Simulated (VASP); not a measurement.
A run of VASP 6.6.1:

File INCAR:

```
SYSTEM = SrSbO3
PREC     = Accurate       ! precision mode
ENCUT    = 520            ! plane-wave cutoff, eV
EDIFF    = 1E-6           ! SCF threshold, eV
ISMEAR   = 1              ! smearing method
SIGMA    = 0.1            ! smearing width, eV
LREAL    = .FALSE.        ! projectors in reciprocal space
LASPH    = .TRUE.         ! aspherical terms in the spheres
NELM     = 100            ! most SCF steps
ALGO     = Normal         ! electronic algorithm
ISIF     = 2              ! what is computed and relaxed
LWAVE    = .FALSE.        ! write WAVECAR
LCHARG   = .TRUE.         ! write CHGCAR
GGA      = CA             ! functional
LELF     = .TRUE.         ! ELF
LVHAR    = .TRUE.       
NBANDS   = 24             ! bands
```

Contents of KPOINTS:

```
regular mesh
0
G
  5 5 5
  0 0 0
```

Contents of POSCAR:

```
SrSbO3
1.0
    4.2086720000      0.0000000000      0.0000000000
    0.0000000000      4.2086720000      0.0000000000
    0.0000000000      0.0000000000      4.2086720000
Sr Sb O
1 1 3
Direct
    0.0000000000      0.0000000000      0.0000000000
    0.5000000000      0.5000000000      0.5000000000
    0.5000000000      0.5000000000      0.0000000000
    0.5000000000      0.0000000000      0.5000000000
    0.0000000000      0.5000000000      0.5000000000
```

Potentials or basis: VASP PAW LDA potentials, release 64 (Sr_sv, Sb, O).

Command:

```bash
$ cat potpaw_LDA.64/Sr_sv/POTCAR potpaw_LDA.64/Sb/POTCAR potpaw_LDA.64/O/POTCAR > POTCAR
$ mpirun -np 1 vasp_std > vasp.out
```

Hardware: 1 thread of Intel Xeon 8259CL (shared host).

Q: How long does it take, and how much memory?

A: Run time: 26 s on 1 thread of Intel Xeon 8259CL (shared host), peak memory 0.16 GiB. Counts: scf iterations 13, k points 10.
